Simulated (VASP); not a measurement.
# TaN (P-6m2) in VASP: further runs, part 2 of 2

VASP 6.6.1.

## (3) Single point, PBE-based screened hybrid with 20 % exact exchange

Contents of POSCAR:

```
TaN
1.0
    2.9380000000      0.0000000000      0.0000000000
   -1.4690000000      2.5443826363      0.0000000000
    0.0000000000      0.0000000000      2.8830000000
Ta N
1 1
Direct
    0.0000000000      0.0000000000      0.5000000000
    0.6666666667      0.3333333333      0.0000000000
```

Contents of INCAR.step1:

```
SYSTEM = TaN
PREC = Accurate ; ENCUT = 520
EDIFF = 1E-5 ; ISMEAR = -1
SIGMA = 0.05 ; LREAL = .FALSE.
LASPH = .TRUE. ; NELM = 80
ALGO = Normal ; ISIF = 2
LWAVE = .TRUE. ; LCHARG = .FALSE.
NBANDS = 15 ; GGA = PE
```

Contents of INCAR.step2:

```
SYSTEM = TaN
PREC = Accurate ; ENCUT = 520
EDIFF = 1E-6 ; ISMEAR = -1
SIGMA = 0.05 ; LREAL = .FALSE.
LASPH = .TRUE. ; NELM = 80
ALGO = Normal ; ISIF = 2
LWAVE = .FALSE. ; LCHARG = .FALSE.
GGA = PE ; LHFCALC = .TRUE.
AEXX = 0.2 ; HFSCREEN = 0.2
PRECFOCK = Normal ; NBANDS = 15
ISTART = 1
```

Contents of KPOINTS:

```
Automatic mesh
0
G
  5 5 5
  0 0 0
```

Potentials or basis: VASP PAW PBE potentials, release 64 (Ta_pv, N).

Command:

```console
cat potpaw_PBE.64/Ta_pv/POTCAR potpaw_PBE.64/N/POTCAR > POTCAR
cp INCAR.step1 INCAR
mpirun -np 1 vasp_std > vasp.out
cp INCAR.step2 INCAR
mpirun -np 1 vasp_std > vasp.out
```

OUTCAR:

```text
SYSTEM = TaN
   PREC = Accurate
   ENCUT = 520
   EDIFF = 1E-6
   ISMEAR = -1
   LREAL = .FALSE.
   LASPH = .TRUE.
   NELM = 80
   ISIF = 2
   GGA = PE
   LHFCALC = .TRUE.
   AEXX = 0.2
   HFSCREEN = 0.2
   PRECFOCK = Normal
   ISTART = 1

 ion  position               nearest neighbor table
   1  0.000  0.000  0.500-   2 2.23   2 2.23   2 2.23   2 2.23   2 2.23   2 2.23
   2  0.667  0.333  0.000-   1 2.23   1 2.23   1 2.23   1 2.23   1 2.23   1 2.23

  LATTYP: Found a hexagonal cell.
 ALAT       =     2.9380000000
 C/A-ratio  =     0.9812797822

  Lattice vectors:

 A1 = (   2.9380000000,   0.0000000000,   0.0000000000)
 A2 = (  -1.4690000000,   2.5443826363,   0.0000000000)
 A3 = (   0.0000000000,   0.0000000000,   2.8830000000)

Analysis of symmetry for initial positions (statically):
=====================================================================
 Subroutine PRICEL returns:
 Original cell was already a primitive cell.

 Routine SETGRP: Setting up the symmetry group for a
 hexagonal supercell.

 Subroutine GETGRP returns: Found 12 space group operations
 (whereof 12 operations were pure point group operations)
 out of a pool of 24 trial point group operations.

The static configuration has the point symmetry D_3h.

Analysis of symmetry for dynamics (positions and initial velocities):
=====================================================================
 Subroutine PRICEL returns:
 Original cell was already a primitive cell.

 Routine SETGRP: Setting up the symmetry group for a
 hexagonal supercell.

 Subroutine GETGRP returns: Found 12 space group operations
 (whereof 12 operations were pure point group operations)
 out of a pool of 24 trial point group operations.

The dynamic configuration has the point symmetry D_3h.

 Subroutine INISYM returns: Found 12 space group operations
 (whereof 12 operations are pure point group operations),
[... 120 lines left out ...]
   HFSCREENC=   0.2000 screening length for correlation (either q_TF or 0.3 A-1)
   ENCUTFOCK=  -1.0 apply spherical cutoff to Coloumb kernel
   IVDW    =     0    specifies the selected vdW correction
   LEPSILON=     F    determine dielectric tensor
   LRPA    =     F    only Hartree local field effects (RPA)
 non-spin polarized calculation
  energy-cutoff  :      520.00
  volume of cell :       21.55
 maximum number of plane-waves:       599
 NGX is ok and might be reduce to    24
  NGX = 18; NGY = 18; NGZ = 18

 number of electron      16.0000001 magnetization

 Free energy of the ion-electron system (eV)
  ---------------------------------------------------
  ext. energy  EPLUGINS =         0.00000000
  ---------------------------------------------------
  free energy    TOTEN  =       -25.63932244 eV

  energy without entropy =      -25.63710437  energy(sigma->0) =      -25.63821340

 E-fermi :   8.3253     XC(G=0): -11.3716

 val. band max:        8.3252621956   @ k =   0.0000   0.0000   0.4000
 cond. band min:       8.3252624266   @ k =   0.0000   0.0000   0.4000
 fundamental gap:      0.0000002310
 Fermi energy:         8.3252623114

 k-point     1 :       0.0000    0.0000    0.0000
  band No.  band energies     occupation
      1     -28.7186      2.00000
      2     -28.4523      2.00000
      3     -28.4523      2.00000
      4     -11.4189      2.00000
      5       2.9542      2.00000
      6       2.9542      2.00000
      7       3.4053      2.00000
      8       4.6977      2.00000
      9      10.8487      0.00000
     10      12.2998      0.00000
     11      12.2998      0.00000
     12      12.8150      0.00000
     13      12.8150      0.00000
     14      22.0522      0.00000
[... 239 lines left out ...]
      2     -29.3018      2.00000
      3     -28.8449      2.00000
      4      -9.2030      2.00000
      5      -0.4356      2.00000
      6       0.6897      2.00000
      7       3.0008      2.00000
      8       7.2499      2.00000
      9      13.0585      0.00000
     10      13.5423      0.00000
     11      14.9021      0.00000
     12      16.0707      0.00000
     13      18.7202      0.00000
     14      20.7397      0.00000
     15      22.4363      0.00000

------------------------ aborting loop because EDIFF is reached ----------------------------------------

  FORCE on cell =-STRESS in cart. coord.  units (eV):
  Direction    XX          YY          ZZ          XY          YZ          ZX
  --------------------------------------------------------------------------------------
  -------------------------------------------------------------------------------------
  Total       -0.3075120     -0.3075120     -0.3894940      0.0000000     -0.0000000      0.0000000
  in kB      -22.8609215    -22.8609215    -28.9555980      0.0000000     -0.0000000      0.0000000
  external PRESSURE =     -24.8924803 kB  Pullay stress =       0.0000000 kB

 VOLUME and BASIS-vectors are now :
 -----------------------------------------------------------------------------
  energy-cutoff  :      520.00
  volume of cell :       21.55
      direct lattice vectors                 reciprocal lattice vectors
     2.938000000  0.000000000  0.000000000     0.340367597  0.196511324  0.000000000
    -1.469000000  2.544382636  0.000000000     0.000000000  0.393022648  0.000000000
     0.000000000  0.000000000  2.883000000     0.000000000  0.000000000  0.346860909

 POSITION                                       TOTAL-FORCE (eV/Angst)
 -----------------------------------------------------------------------------------
      0.00000      0.00000      1.44150        -0.000000      0.000000      0.000000
      1.46900      0.84813      0.00000         0.000000     -0.000000      0.000000
 -----------------------------------------------------------------------------------
    total drift:                               -0.000000     -0.000002     -0.000000

  FREE ENERGIE OF THE ION-ELECTRON SYSTEM (eV)
  ---------------------------------------------------
  free  energy   TOTEN  =       -25.6393224394 eV

  energy  without entropy=      -25.6371043684  energy(sigma->0) =      -25.63821340
```

OUTCAR.step1:

```text
SYSTEM = TaN
   PREC = Accurate
   ENCUT = 520
   EDIFF = 1E-5
   ISMEAR = -1
   LREAL = .FALSE.
[... 481 lines left out ...]
      0.00000      0.00000      1.44150        -0.000000      0.000000      0.000000
      1.46900      0.84813      0.00000         0.000000     -0.000000      0.000000
 -----------------------------------------------------------------------------------
    total drift:                               -0.000000      0.000000      0.000000

  FREE ENERGIE OF THE ION-ELECTRON SYSTEM (eV)
  ---------------------------------------------------
  free  energy   TOTEN  =       -22.4531934580 eV

  energy  without entropy=      -22.4509743588  energy(sigma->0) =      -22.45208391
```

OSZICAR.step1:

```text
N       E                     dE             d eps       ncg     rms          rms(c)
DAV:   1     0.949147191133E+02    0.94915E+02   -0.89921E+03   450   0.113E+03
DAV:   2    -0.218727113128E+02   -0.11679E+03   -0.11094E+03   527   0.307E+02
DAV:   3    -0.249675281319E+02   -0.30948E+01   -0.30815E+01   506   0.486E+01
DAV:   4    -0.249807698289E+02   -0.13242E-01   -0.13239E-01   576   0.341E+00
DAV:   5    -0.249808539613E+02   -0.84132E-04   -0.84132E-04   527   0.248E-01    0.235E+01
DAV:   6    -0.225300251914E+02    0.24508E+01   -0.39673E+00   562   0.235E+01    0.987E+00
DAV:   7    -0.224813925904E+02    0.48633E-01   -0.60653E-01   506   0.611E+00    0.695E+00
DAV:   8    -0.224625219570E+02    0.18871E-01   -0.16180E-01   548   0.341E+00    0.175E+00
DAV:   9    -0.224531970717E+02    0.93249E-02   -0.19143E-02   471   0.114E+00    0.173E-01
DAV:  10    -0.224532631001E+02   -0.66028E-04   -0.13635E-03   555   0.406E-01    0.888E-02
DAV:  11    -0.224531937684E+02    0.69332E-04   -0.97442E-05   513   0.102E-01    0.126E-02
DAV:  12    -0.224531934580E+02    0.31042E-06   -0.11948E-05   357   0.319E-02
   1 F= -.22453193E+02 E0= -.22452084E+02  d E =-.221910E-02
```

Wall time 8.7 min (1 thread of Intel Xeon Platinum 8488C (Sapphire Rapids), shared host); peak memory 0.25 GiB.

What came out:

```yaml
Free_energy: -25.6393 eV
Pressure: -2.5 GPa
Band_gap_on_the_k_mesh: zero (filled and empty bands touch)
```

Stress tensor (GPa, compression positive):
```
-2.29  0.00  0.00
 0.00 -2.29  0.00
 0.00  0.00 -2.90
```

Caveat: the k points lie up to 0.49 Å⁻¹ apart; the PAW data sets were made with another functional, which shifts forces and pressure a little; spin-orbit coupling is left out, which moves the levels of the heavy elements.

## (4) Single point, PBEsol

This run uses another cell than the first one, of 10.35 Å³/atom.

Contents of INCAR:

```
SYSTEM = TaN
ALGO = Normal ; EDIFF = 1E-6
ENCUT = 700 ; GGA = PS
GGA_COMPAT = .FALSE. ; ISIF = 2
ISMEAR = -1 ; LASPH = .TRUE.
LCHARG = .FALSE. ; LREAL = .FALSE.
LWAVE = .FALSE. ; NBANDS = 16
NELM = 120 ; PREC = Accurate
SIGMA = 0.05
```

Contents of KPOINTS:

```
k-points
0
G
  9 9 8
  0 0 0
```

Contents of POSCAR:

```
TaN
1.0
    2.8792400000      0.0000000000      0.0000000000
   -1.4396200000      2.4934949836      0.0000000000
    0.0000000000      0.0000000000      2.8830000000
Ta N
1 1
Direct
    0.0000000000      0.0000000000      0.5000000000
    0.6666666667      0.3333333333      0.0000000000
```

Potentials or basis: VASP PAW PBE potentials, release 64 (Ta_sv_GW, N).

Command:

```console
cat potpaw_PBE.64/Ta_sv_GW/POTCAR potpaw_PBE.64/N/POTCAR > POTCAR
mpirun -np 1 vasp_std > vasp.out
```

Wall time 48 s (1 thread of Intel Xeon Platinum 8259CL at 2.50GHz (Skylake/Cascade Lake), shared host); peak memory 0.19 GiB.

It converged, with:

```
Free energy            : -26.3178 eV
Pressure               : 9.8 GPa
Band gap on the k mesh : zero (bands 9 and 10 overlap by 0.33 eV)
```

Stress tensor (GPa, compression positive):
```
13.76  0.00  0.00
 0.00 13.76  0.00
 0.00  0.00  1.80
```

Levels at points of the mesh, in eV from the Fermi level:
| k point | band 7 | band 8 | band 9 | band 10 | band 11 | band 12 |
| --- | --- | --- | --- | --- | --- | --- |
| (0.00, 0.00, 0.00) | -4.67 | -4.55 | -3.17 | 2.59 | 3.57 | 3.57 |
| (0.00, 0.00, 0.50) | -3.80 | -3.80 | -0.23 | -0.23 | 2.15 | 3.47 |

Caveat: the stress differs along the axes, from 2 to 14 GPa; the PAW data sets were made with another functional, which shifts forces and pressure a little; spin-orbit coupling is left out, which moves the levels of the heavy elements.

## (5) Single point, LDA+U

Contents of INCAR:

```
SYSTEM = TaN
ALGO = Normal ; EDIFF = 1E-6
ENCUT = 1330 ; GGA = CA
GGA_COMPAT = .FALSE. ; ISIF = 2
ISMEAR = -1 ; LASPH = .TRUE.
LCHARG = .FALSE. ; LDAU = .TRUE.
LDAUJ = 0 0 ; LDAUL = 2 -1
LDAUPRINT = 1 ; LDAUTYPE = 2
LDAUU = 3 0 ; LMAXMIX = 4
LREAL = .FALSE. ; LWAVE = .FALSE.
NBANDS = 16 ; NELM = 200
PREC = Accurate ; SIGMA = 0.05
```

Contents of KPOINTS:

```
k-points
0
G
  10 10 9
  0 0 0
```

Contents of POSCAR:

```
TaN
1.0
    2.9380000000      0.0000000000      0.0000000000
   -1.4690000000      2.5443826363      0.0000000000
    0.0000000000      0.0000000000      2.8830000000
Ta N
1 1
Direct
    0.0000000000      0.0000000000      0.5000000000
    0.6666666667      0.3333333333      0.0000000000
```

Potentials or basis: VASP PAW LDA potentials, release 64 (Ta_sv_GW, N_h).

Command:

```console
cat potpaw_LDA.64/Ta_sv_GW/POTCAR potpaw_LDA.64/N_h/POTCAR > POTCAR
mpirun -np 1 vasp_std > vasp.out
```

It took 60 s on 1 thread of Intel Xeon Platinum 8375C at 2.90GHz (Ice Lake), shared host; peak memory 0.27 GiB.

It converged, with:

```
Free energy            : -24.5034 eV
Pressure               : -0.7 GPa
Band gap on the k mesh : zero (bands 9 and 10 overlap by 0.32 eV)
```

Stress tensor (GPa, compression positive):
```
-0.62  0.00  0.00
 0.00 -0.62  0.00
 0.00  0.00 -0.97
```

Levels at points of the mesh, in eV from the Fermi level:
```csv
k point,band 5,band 6,band 7,band 8,band 9,band 10,band 11,band 12,band 13,band 14
"(0.00, 0.00, 0.00)",-17.88,-4.74,-4.74,-4.39,-3.21,1.92,3.43,3.43,4.17,4.17
"(0.50, 0.00, 0.00)",-15.50,-8.60,-5.31,-3.63,-3.44,3.15,3.89,5.13,5.26,7.04
```

Eigenvalues of the final occupation matrices:
| site | spin | trace | eigenvalues |
| --- | --- | --- | --- |
| site 1 d | 1 | 1.17 | 0.18 0.18 0.26 0.26 0.30 |
| site 1 d | 2 | 1.17 | 0.18 0.18 0.26 0.26 0.30 |

Caveat: spin-orbit coupling is left out, which moves the levels of the heavy elements; U without spin polarisation on a metal has little footing.

## (6) Overview

```tsv
level	potentials or basis	U	cell	k mesh	cutoff (eV)	grid for exact exchange (PRECFOCK)	share of exact exchange	screening parameter	gap on the mesh (eV)	pressure (GPa)
PBE-based screened hybrid with 15 % exact exchange	VASP PAW PBE potentials, release 64 (Ta_pv, N)	-	a = 2.938, b = 2.938, c = 2.883 Å, angles 90.0, 90.0, 120.0°, 2 atoms	5 × 5 × 5	520	Normal	0.15	0.2 1/Å	none	-0.6
PBE-based screened hybrid with 20 % exact exchange	VASP PAW PBE potentials, release 64 (Ta_pv, N)	-	a = 2.938, b = 2.938, c = 2.883 Å, angles 90.0, 90.0, 120.0°, 2 atoms	5 × 5 × 5	520	Normal	0.2	0.2 1/Å	none	-2.5
PBEsol	VASP PAW PBE potentials, release 64 (Ta_sv_GW, N)	-	a = 2.879, b = 2.879, c = 2.883 Å, angles 90.0, 90.0, 120.0°, 2 atoms	9 × 9 × 8	700	-	-	-	none	9.8
LDA+U	VASP PAW LDA potentials, release 64 (Ta_sv_GW, N_h)	Ta d U = 3.0 eV	a = 2.938, b = 2.938, c = 2.883 Å, angles 90.0, 90.0, 120.0°, 2 atoms	10 × 10 × 9	1330	-	-	-	none	-0.7
```

Alike in all rows: task single point; no spin polarisation; smearing fermi-dirac 0.05 eV.

Caveats: some runs use coarse meshes; spin-orbit coupling is left out, which moves the levels of the heavy elements; the PAW data sets were made with another functional, which shifts forces and pressure a little (at least some runs); the stress differs along the axes, from 2 to 14 GPa (at least some runs); U without spin polarisation on a metal has little footing (at least some runs).

Total energies depend on the potentials used, so only differences within one code and one set of settings carry meaning.

The gap in the log of VASP goes by the Fermi energy; the results here count the filled bands.